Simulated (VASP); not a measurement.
# Si (C2/c) in VASP: further runs

Runs on Si. Level: LDA. Tasks: single point.

All numbers are computed with VASP 6.6.1; they aren't measurements. Logs are shortened: lines on timing, memory, paths and dates and some standing lists are left out, and cuts for length are marked.

### Step 1. The cell of the first run

The typed cell holds 2 atoms: a = 3.458 Å, b = 3.458 Å, c = 3.457 Å, α = 97.57°, β = 97.57°, γ = 137.36°.

### Step 2. Single point, LDA (13.05 Å³/atom)

The input, INCAR:

```
PREC = Accurate
ENCUT = 520
EDIFF = 1E-6
ISMEAR = -1
SIGMA = 0.1
LREAL = F
LASPH = T
NELM = 100
ALGO = Normal
ISIF = 2
LWAVE = F
LCHARG = F
NBANDS = 11
```

The input, KPOINTS:

```
regular mesh
0
Gamma
  15 15 11
```

The input, POSCAR:

```
Si
1.0
   -2.2770285943      2.2781164807      1.2571237702
    2.2781164807     -2.2770285943      1.2571237702
    2.2775970452      2.2775970452     -1.2551313041
Si
2
Direct
    0.0000145753      0.9999854247      0.0000000000
    0.7499854247      0.2500145753      0.5000000000
```

Potentials or basis: VASP PAW LDA potentials, release 64 (Si).

Launch:

```
cat potpaw_LDA.64/Si/POTCAR > POTCAR
mpirun -np 1 vasp_std > vasp.out
```

OUTCAR:

```text
PREC = Accurate
   ENCUT = 520
   EDIFF = 1E-6
   ISMEAR = -1
   LREAL = F
   LASPH = T
   NELM = 100
   ISIF = 2

 ion  position               nearest neighbor table
   1  0.000  1.000  0.000-   2 2.36   2 2.36   2 2.36   2 2.36   2 2.96   2 2.96   2 2.96   2 2.96

   2  0.750  0.250  0.500-   1 2.36   1 2.36   1 2.36   1 2.36   1 2.96   1 2.96   1 2.96   1 2.96

  LATTYP: Found a base centered monoclinic cell.
 ALAT       =     2.5142480111
 B/A-ratio  =     2.5621768080
 C/A-ratio  =     1.3749294103
 COS(beta)  =    -0.3625083693

  Lattice vectors:

 A1 = (  -2.2770285943,   2.2781164807,   1.2571237702)
 A2 = (   2.2781164807,  -2.2770285943,   1.2571237702)
 A3 = (   2.2775970452,   2.2775970452,  -1.2551313041)

Analysis of symmetry for initial positions (statically):
=====================================================================
 Subroutine PRICEL returns:
 Original cell was already a primitive cell.

 Routine SETGRP: Setting up the symmetry group for a
 base centered monoclinic supercell.

 Subroutine GETGRP returns: Found  4 space group operations
 (whereof  2 operations were pure point group operations)
 out of a pool of  4 trial point group operations.

The static configuration has the point symmetry C_2 .
 The point group associated with its full space group is C_2h.

Analysis of symmetry for dynamics (positions and initial velocities):
=====================================================================
 Subroutine PRICEL returns:
 Original cell was already a primitive cell.

 Routine SETGRP: Setting up the symmetry group for a
 base centered monoclinic supercell.

 Subroutine GETGRP returns: Found  4 space group operations
 (whereof  2 operations were pure point group operations)
 out of a pool of  4 trial point group operations.

The dynamic configuration has the point symmetry C_2 .
 The point group associated with its full space group is C_2h.

 Subroutine INISYM returns: Found  4 space group operations
 (whereof  2 operations are pure point group operations),
 and found     1 'primitive' translations

----------------------------------------------------------------------------------------

                                     Primitive cell

  volume of cell :      26.0910

  direct lattice vectors                    reciprocal lattice vectors
    -2.277028594  2.278116481  1.257123770    -0.000201277  0.219330699  0.397638497
     2.278116481 -2.277028594  1.257123770     0.219330699 -0.000201277  0.397638497
     2.277597045  2.277597045 -1.255131304     0.219477281  0.219477281 -0.000189931

  length of vectors
     3.457605254  3.457605254  3.456913535     0.454117133  0.454117133  0.310387805

  position of ions in fractional coordinates (direct lattice)
     0.000014575  0.999985425  0.000000000
     0.749985425  0.250014575  0.500000000

  ion indices of the primitive-cell ions
   primitive index   ion index
                 1           1
                 2           2

----------------------------------------------------------------------------------------

 KPOINTS: regular mesh

Automatic generation of k-mesh.
 Grid dimensions read from file:
 generate k-points for:   15   15   11

 Generating k-lattice:

  Cartesian coordinates                     Fractional coordinates (reciprocal lattice)
    -0.000013418  0.014622047  0.026509233     0.066666667  0.000000000  0.000000000
     0.014622047 -0.000013418  0.026509233     0.000000000  0.066666667  0.000000000
     0.019952480  0.019952480 -0.000017266    -0.000000000 -0.000000000  0.090909091

  Length of vectors
     0.030274476  0.030274476  0.028217073

  Shift w.r.t. Gamma in fractional coordinates (k-lattice)
     0.000000000  0.000000000  0.000000000

 Subroutine IBZKPT returns following result:
 ===========================================

 Found    664 irreducible k-points:

 Following reciprocal coordinates:
            Coordinates               Weight
  0.000000  0.000000  0.000000      1.000000
  0.066667  0.000000  0.000000      4.000000
  0.133333 -0.000000  0.000000      4.000000
  0.200000 -0.000000  0.000000      4.000000
  0.266667 -0.000000  0.000000      4.000000
  0.333333  0.000000 -0.000000      4.000000
[... 16 lines left out ...]
  0.133333  0.133333  0.000000      2.000000
  0.200000  0.133333  0.000000      4.000000
 [... further k-points ...]
   k-points           NKPTS =    664   k-points in BZ     NKDIM =    664   number of bands    NBANDS=     11
   number of dos      NEDOS =    301   number of ions     NIONS =      2
   total plane-waves  NPLWV =  21952
   dimension x,y,z NGX =    28 NGY =   28 NGZ =   28
   dimension x,y,z NGXF=    56 NGYF=   56 NGZF=   56
   ions per type =               2
   NGX,Y,Z   is equivalent  to a cutoff of  13.46, 13.46, 13.47 a.u.
   NGXF,Y,Z  is equivalent  to a cutoff of  26.93, 26.93, 26.93 a.u.
 SYSTEM =  unknown system
   PREC   = accura    normal or accurate (medium, high low for compatibility)
   ISTART =      0    job   : 0-new  1-cont  2-samecut
   ICHARG =      2    charge: 1-file 2-atom 10-const
   ISPIN  =      1    spin polarized calculation?
   LNONCOLLINEAR =      F non collinear calculations
   LSORBIT =      F    spin-orbit coupling
   LASPH  =      T    aspherical Exc in radial PAW
   ENCUT  =  520.0 eV  38.22 Ry    6.18 a.u.   6.43  6.43  6.43*2*pi/ulx,y,z
   NELM   =    100;   NELMIN=  2; NELMDL= -5     # of ELM steps
   EDIFF  = 0.1E-05   stopping-criterion for ELM
   LREAL  =      F    real-space projection
   EDIFFG = 0.1E-04   stopping-criterion for IOM
   NSW    =      0    number of steps for IOM
   IBRION =     -1    ionic relax: 0-MD 1-quasi-New 2-CG
   NFREE  =      0    steps in history (QN), initial steepest desc. (CG)
   ISIF   =      2    stress and relaxation
   ISYM   =      2    0-nonsym 1-usesym 2-fastsym
   POTIM  = 0.5000    time-step for ionic-motion
   TEBEG  =    0.0;   TEEND  =   0.0 temperature during run
   PSTRESS=    0.0 pullay stress
   NELECT =       8.0000    total number of electrons
   NUPDOWN=      -1.0000    fix difference up-down
   EMIN   =  10.00;   EMAX   =-10.00  energy-range for DOS
   EFERMI =   0.00;   METHOD = LEGACY
   ISMEAR =    -1;   SIGMA  =   0.10  broadening in eV -4-tet -1-fermi 0-gaus
   EFERMI_NEDOS =   21; number of points for ismear=-14 and -15
   IALGO  =     38    algorithm
   IMIX   =      4    mixing-type and parameters
     AMIX     =   0.40;   BMIX     =  1.00
     AMIX_MAG =   1.60;   BMIX_MAG =  1.00
  volume/ion in A,a.u.               =      13.05        88.04
  Fermi-wavevector in a.u.,A,eV,Ry     =   1.103929  2.086124 16.580875  1.218660
  Thomas-Fermi vector in A             =   2.240395
   LORBIT       =      0    0 simple, 1 ext, 2 COOP (PROOUT), +10 PAW based schemes
   GGA     = CA    functional components
   LHFCALC =     F    Hartree Fock is set to
   AEXX    =    0.0000 exact exchange contribution
   IVDW    =     0    specifies the selected vdW correction
   LEPSILON=     F    determine dielectric tensor
   LRPA    =     F    only Hartree local field effects (RPA)
 non-spin polarized calculation
  energy-cutoff  :      520.00
  volume of cell :       26.09
 maximum number of plane-waves:       721
 NGX is ok and might be reduce to    28
   NGX = 13   NGY = 13   NGZ = 13

 number of electron       7.9999999 magnetization

 Free energy of the ion-electron system (eV)
  ---------------------------------------------------
  ext. energy  EPLUGINS =         0.00000000
  ---------------------------------------------------
  free energy    TOTEN  =       -11.31273183 eV

  energy without entropy =      -11.28924117  energy(sigma->0) =      -11.30098650

 E-fermi :  11.2163     XC(G=0): -11.6192

 val. band max:       11.2054989847   @ k =  -0.1333   0.0667   0.4545
 cond. band min:      11.2219653547   @ k =  -0.1333  -0.2667   0.3636
 fundamental gap:      0.0164663700
 Fermi energy:        11.2162839784

 k-point     1 :       0.0000    0.0000    0.0000
  band No.  band energies     occupation
      1      -3.8964      2.00000
      2       8.4103      2.00000
      3       8.4162      2.00000
      4       9.6881      2.00000
      5      12.1427      0.00019
      6      19.2431      0.00000
      7      21.3616      0.00000
      8      21.3632      0.00000
      9      21.7615      0.00000
     10      21.9391      0.00000
     11      23.1146      0.00000

 k-point     2 :       0.0667    0.0000    0.0000
  band No.  band energies     occupation
      1      -3.7642      2.00000
      2       8.1038      2.00000
      3       8.3284      2.00000
      4      10.2123      1.99991
      5      12.4707      0.00001
      6      18.6263      0.00000
      7      19.7182      0.00000
      8      21.1116      0.00000
      9      21.1919      0.00000
     10      22.0712      0.00000
     11      23.6894      0.00000

 k-point     3 :       0.1333   -0.0000    0.0000
  band No.  band energies     occupation
      1      -3.3681      2.00000
      2       7.6996      2.00000
      3       8.1712      2.00000
      4      11.2232      0.96521
      5      13.3473      0.00000
      6      17.0996      0.00000
      7      17.4847      0.00000
      8      19.8671      0.00000
      9      20.0244      0.00000
     10      20.8041      0.00000
     11      23.1526      0.00000

 k-point     4 :       0.2000   -0.0000    0.0000
  band No.  band energies     occupation
      1      -2.7099      2.00000
      2       7.4739      2.00000
      3       8.0885      2.00000
      4      12.1326      0.00021
      5      14.5627      0.00000
      6      14.8808      0.00000
      7      15.8656      0.00000
      8      18.0549      0.00000
      9      18.7824      0.00000
     10      19.7213      0.00000
     11      23.3891      0.00000
[... 239 lines left out ...]
 k-point    22 :      -0.0667    0.0667    0.0000
  band No.  band energies     occupation
      1      -3.8348      2.00000
      2       7.4941      2.00000
      3       8.4651      2.00000
      4      10.2781      1.99983
      5      12.6260      0.00000
      6      18.5528      0.00000
      7      20.6908      0.00000
      8      21.8431      0.00000
      9      21.9361      0.00000
     10      22.0899      0.00000
     11      23.0708      0.00000

 k-point    23 :       0.1333    0.1333    0.0000
  band No.  band energies     occupation
      1      -2.0368      2.00000
      2       7.5541      2.00000
      3       9.8314      2.00000
      4      11.4661      0.15200
      5      13.1349      0.00000
      6      13.7423      0.00000
      7      15.7304      0.00000
      8      16.7216      0.00000
      9      17.1380      0.00000
     10      19.7795      0.00000
     11      22.4774      0.00000

 k-point    24 :       0.2000    0.1333    0.0000
  band No.  band energies     occupation
      1      -0.9847      2.00000
      2       7.6856      2.00000
      3       9.7933      2.00000
      4      10.2110      1.99991
      5      11.6991      0.01588
      6      14.0406      0.00000
      7      15.2292      0.00000
      8      15.8667      0.00000
      9      17.6402      0.00000
     10      19.6385      0.00000
     11      22.8510      0.00000

 [... further k-points ...]
[... 5 lines left out ...]
  --------------------------------------------------------------------------------------
  -------------------------------------------------------------------------------------
  Total        3.3613170      3.3613170      3.0623786      0.0058259     -0.0174725     -0.0174725
  in kB      206.4093564    206.4093564    188.0523573      0.3577540     -1.0729362     -1.0729363
  external PRESSURE =     200.2903567 kB  Pullay stress =       0.0000000 kB

 VOLUME and BASIS-vectors are now :
 -----------------------------------------------------------------------------
  energy-cutoff  :      520.00
  volume of cell :       26.09
      direct lattice vectors                 reciprocal lattice vectors
    -2.277028594  2.278116481  1.257123770    -0.000201277  0.219330699  0.397638497
     2.278116481 -2.277028594  1.257123770     0.219330699 -0.000201277  0.397638497
     2.277597045  2.277597045 -1.255131304     0.219477281  0.219477281 -0.000189931

 POSITION                                       TOTAL-FORCE (eV/Angst)
 -----------------------------------------------------------------------------------
      2.27805     -2.27696      1.25712        -0.003594      0.003594      0.000000
      0.00062      2.27806      0.62956         0.003594     -0.003594     -0.000000
 -----------------------------------------------------------------------------------
    total drift:                               -0.000000      0.000000     -0.000000

  FREE ENERGIE OF THE ION-ELECTRON SYSTEM (eV)
  ---------------------------------------------------
  free  energy   TOTEN  =       -11.3127318340 eV

  energy  without entropy=      -11.2892411735  energy(sigma->0) =      -11.30098650
```

Run time: 2.2 min. Hardware: 1 thread of Intel Xeon Platinum 8259CL at 2.50GHz (Skylake/Cascade Lake), shared host; peak memory 0.25 GiB.

Results:

```
Free energy            : -11.3127 eV
Pressure               : 20.0 GPa
Largest force          : 0.005 eV/Å
Band gap on the k mesh : zero (bands 4 and 5 overlap by 7.42 eV)
```

Forces in eV/Å, atoms in the order of the input:
```
Si  -0.004  0.004  0.000
Si   0.004 -0.004  0.000
```

Levels at points of the mesh, in eV from the Fermi level:
```tsv
k point	band 1	band 2	band 3	band 4	band 5	band 6	band 7	band 8	band 9
(0.00, 0.00, 0.00)	-15.11	-2.81	-2.80	-1.53	0.93	8.03	10.15	10.15	10.55
```

Caveat: the cell stands under pressure.

### Step 3. Single point, LDA (13.64 Å³/atom)

This run uses another cell than the first one, of 13.64 Å³/atom.

The input, INCAR:

```
SYSTEM = Si
PREC     = Accurate       ! precision mode
ENCUT    = 520            ! plane-wave cutoff, eV
EDIFF    = 1E-6           ! SCF threshold, eV
ISMEAR   = -1             ! smearing method
SIGMA    = 0.1            ! smearing width, eV
LREAL    = .FALSE.        ! projectors in reciprocal space
LASPH    = .TRUE.         ! aspherical terms in the spheres
NELM     = 80             ! most SCF steps
ALGO     = Normal         ! electronic algorithm
ISIF     = 2              ! what is computed and relaxed
LWAVE    = .FALSE.        ! write WAVECAR
LCHARG   = .FALSE.        ! write CHGCAR
NBANDS   = 11             ! bands
```

The input, KPOINTS:

```
regular mesh
0
G
  15 15 11
  0 0 0
```

The input, POSCAR:

```
Si
1.0
   -2.3110191069      2.3121232329      1.2758895782
    2.3121232329     -2.3110191069      1.2758895782
    2.3115960434      2.3115960434     -1.2738673695
Si
2
Direct
    0.0000145753      0.9999854247      0.0000000000
    0.7499854247      0.2500145753      0.5000000000
```

Potentials or basis: VASP PAW LDA potentials, release 64 (Si).

Launch:

```
cat potpaw_LDA.64/Si/POTCAR > POTCAR
mpirun -np 1 vasp_std > vasp.out
```

Wall time 2.2 min (1 thread of Intel Xeon Platinum 8259CL at 2.50GHz (Skylake/Cascade Lake), shared host); peak memory 0.26 GiB.

It converged, with:

```
Free energy            : -11.4300 eV
Pressure               : 11.9 GPa
Largest force          : 0.003 eV/Å
Band gap on the k mesh : zero (bands 4 and 5 overlap by 7.10 eV)
```

Forces in eV/Å, atoms in the order of the input:
```
Si  -0.002  0.002  0.000
Si   0.002 -0.002  0.000
```

Stress tensor (GPa, compression positive):
```
12.22  0.01 -0.11
 0.01 12.22 -0.11
-0.11 -0.11 11.27
```

Levels at points of the mesh, in eV from the Fermi level:
| k point | band 1 | band 2 | band 3 | band 4 | band 5 | band 6 | band 7 | band 8 | band 9 |
| --- | --- | --- | --- | --- | --- | --- | --- | --- | --- |
| (0.00, 0.00, 0.00) | -14.69 | -2.70 | -2.70 | -1.68 | 1.14 | 7.91 | 9.74 | 9.74 | 10.25 |

Caveat: the cell stands under pressure.

### Step 4. Single point, LDA (14.23 Å³/atom)

This run uses another cell than the first one, of 14.23 Å³/atom.

The input, INCAR:

```
ALGO = Normal
EDIFF = 1E-6
ENCUT = 520
ISIF = 2
ISMEAR = -1
LASPH = True
LCHARG = False
LREAL = False
LWAVE = False
NBANDS = 11
NELM = 80
PREC = Accurate
SIGMA = 0.1
```

The input, KPOINTS:

```
k-points
0
Gamma
  15 15 11
```

The input, POSCAR:

```
Si
1.0
   -2.3440381266      2.3451580279      1.2941190351
    2.3451580279     -2.3440381266      1.2941190351
    2.3446233062      2.3446233062     -1.2920679337
Si
2
Direct
    0.0000145753      0.9999854247      0.0000000000
    0.7499854247      0.2500145753      0.5000000000
```

Potentials or basis: VASP PAW LDA potentials, release 64 (Si).

Launch:

```
cat potpaw_LDA.64/Si/POTCAR > POTCAR
mpirun -np 1 vasp_std > vasp.out
```

OUTCAR:

```text
EDIFF = 1E-6
   ENCUT = 520
   ISIF = 2
   ISMEAR = -1
   LASPH = True
   LREAL = False
   NELM = 80
   PREC = Accurate

 ion  position               nearest neighbor table
   1  0.000  1.000  0.000-   2 2.43   2 2.43   2 2.43   2 2.43   2 3.04   2 3.04   2 3.05   2 3.05

   2  0.750  0.250  0.500-   1 2.43   1 2.43   1 2.43   1 2.43   1 3.04   1 3.04   1 3.05   1 3.05

  LATTYP: Found a base centered monoclinic cell.
 ALAT       =     2.5882385548
 B/A-ratio  =     2.5621768079
 C/A-ratio  =     1.3749294103
 COS(beta)  =    -0.3625083693

  Lattice vectors:

[... 516 lines left out ...]
      7      13.7775      0.00000
      8      14.5157      0.00000
      9      16.3624      0.00000
     10      18.0789      0.00000
     11      20.9648      0.00000

 [... further k-points ...]
[... 5 lines left out ...]
  --------------------------------------------------------------------------------------
  -------------------------------------------------------------------------------------
  Total        0.9677321      0.9677321      0.9224742     -0.0000868     -0.0191638     -0.0191638
  in kB       54.4736534     54.4736534     51.9260849     -0.0048865     -1.0787315     -1.0787315
  external PRESSURE =      53.6244639 kB  Pullay stress =       0.0000000 kB

 VOLUME and BASIS-vectors are now :
 -----------------------------------------------------------------------------
  energy-cutoff  :      520.00
  volume of cell :       28.46
      direct lattice vectors                 reciprocal lattice vectors
    -2.344038127  2.345158028  1.294119035    -0.000195523  0.213060644  0.386271118
     2.345158028 -2.344038127  1.294119035     0.213060644 -0.000195523  0.386271118
     2.344623306  2.344623306 -1.292067934     0.213203036  0.213203036 -0.000184501

 POSITION                                       TOTAL-FORCE (eV/Angst)
 -----------------------------------------------------------------------------------
      2.34509     -2.34397      1.29412        -0.001450      0.001450     -0.000000
      0.00064      2.34510      0.64809         0.001450     -0.001450      0.000000
 -----------------------------------------------------------------------------------
    total drift:                               -0.000000      0.000000     -0.000000

  FREE ENERGIE OF THE ION-ELECTRON SYSTEM (eV)
  ---------------------------------------------------
  free  energy   TOTEN  =       -11.4932586890 eV

  energy  without entropy=      -11.4692278943  energy(sigma->0) =      -11.48124329
```

stdout:

```text
POSCAR found type information on POSCAR Si
 POSCAR found :  1 types and       2 ions
 scaLAPACK will be used
 LDA part: xc-table for (Slater(with rela. corr.)+CA(PZ))
 , standard interpolation
 POSCAR, INCAR and KPOINTS ok, starting setup
 FFT: planning ... GRIDC
 FFT: planning ... GRID_SOFT
 FFT: planning ... GRID
 WAVECAR not read
 entering main loop
```

Run time: 2.2 min. Hardware: 1 thread of Intel Xeon Platinum 8259CL at 2.50GHz (Skylake/Cascade Lake), shared host; peak memory 0.26 GiB.

What came out:

| Quantity | Value |
| --- | --- |
| Free energy | -11.4933 eV |
| Pressure | 5.4 GPa |
| Band gap on the k mesh | zero (bands 4 and 5 overlap by 6.79 eV) |

Forces on the atoms (eV/Å):
```
Si  -0.001  0.001  0.000
Si   0.001 -0.001  0.000
```

Stress tensor (GPa, compression positive):
```
 5.45  0.00 -0.11
 0.00  5.45 -0.11
-0.11 -0.11  5.19
```

Levels at points of the mesh, in eV from the Fermi level:
| k point | band 1 | band 2 | band 3 | band 4 | band 5 | band 6 | band 7 | band 8 | band 9 |
| --- | --- | --- | --- | --- | --- | --- | --- | --- | --- |
| (0.00, 0.00, 0.00) | -14.29 | -2.61 | -2.60 | -1.83 | 1.33 | 7.78 | 9.36 | 9.36 | 9.82 |

Caveat: the cell stands under pressure.

### Step 5. Overview

```csv
cell,gap on the mesh (eV),pressure (GPa)
"a = 3.458, b = 3.458, c = 3.457 Å, angles 97.6, 97.6, 137.4°, 2 atoms",none,20.0
"a = 3.509, b = 3.509, c = 3.509 Å, angles 97.6, 97.6, 137.4°, 2 atoms",none,11.9
"a = 3.559, b = 3.559, c = 3.559 Å, angles 97.6, 97.6, 137.4°, 2 atoms",none,5.4
```

Alike in all rows: task single point; level LDA; potentials or basis VASP PAW LDA potentials, release 64 (Si); no spin polarisation; k mesh 15 × 15 × 11; cutoff (eV) 520; smearing fermi-dirac 0.1 eV.

Caveats: the cell stands under pressure.

Absolute energies hang on the potentials; compare differences alone.

The gap in the log of VASP goes by the Fermi energy; the results here count the filled bands.